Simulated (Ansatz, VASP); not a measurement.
One calculation of I, two programs

File INCAR:

```
PREC = Accurate
ENCUT = 520
EDIFF = 1E-8
ISMEAR = -1
SIGMA = 0.08
LREAL = False
LASPH = True
NELM = 100
ALGO = Normal
ISIF = 2
LWAVE = False
LCHARG = False
GGA = PE
LEFG = True
NBANDS = 10
```

The input KPOINTS:

```
regular mesh
0
Gamma
  14 14 14
```

POSCAR

```
I
1.0
    0.0000000000      2.5479550714      2.5479550714
    2.5479550714      0.0000000000      2.5479550714
    2.5479550714      2.5479550714      0.0000000000
I
1
Direct
    0.0000000000      0.0000000000      0.0000000000
```

Input for Ansatz:

```yaml
crystal:
  lattice:
    - [0.0, 2.5479550714, 2.5479550714]
    - [2.5479550714, 0.0, 2.5479550714]
    - [2.5479550714, 2.5479550714, 0.0]
  atoms:
    - { symbol: I, position: [0.0, 0.0, 0.0] }
kpoints:
  mp_grid: { grid: [14, 14, 14] }
scf:
  occupations: { method: fermi_dirac, width: 0.08 }
hamiltonian:
  xc: pbe
  pseudopotentials: { kind: all_electron, datasets: crystal }
output:
  forces: true
  stress: true
  eigenvalues: true
  efg: { contact_densities: true }
```

Change from the starting cell: volume scaled by 0.9405, crystal datasets.

Alike in both runs: task electric field gradients; functional PBE; k mesh 14 × 14 × 14; occupations fermi-dirac, width 0.08 eV; no spin polarisation.

|  | VASP | Ansatz |
| --- | --- | --- |
| version | VASP 6.6.1 | Ansatz 0.2.0 |
| potentials or method | VASP PAW PBE potentials, release 64 (I), cutoff 520 eV | all-electron PAW with datasets made for the crystal, scalar-relativistic |

|  | VASP | Ansatz | Ansatz less VASP |
| --- | --- | --- | --- |
| pressure (GPa) | 1.7 | 1.7 | +0.04 |

Ansatz ran all-electron here, and VASP with PAW potentials.

Neither program's run includes spin-orbit coupling.
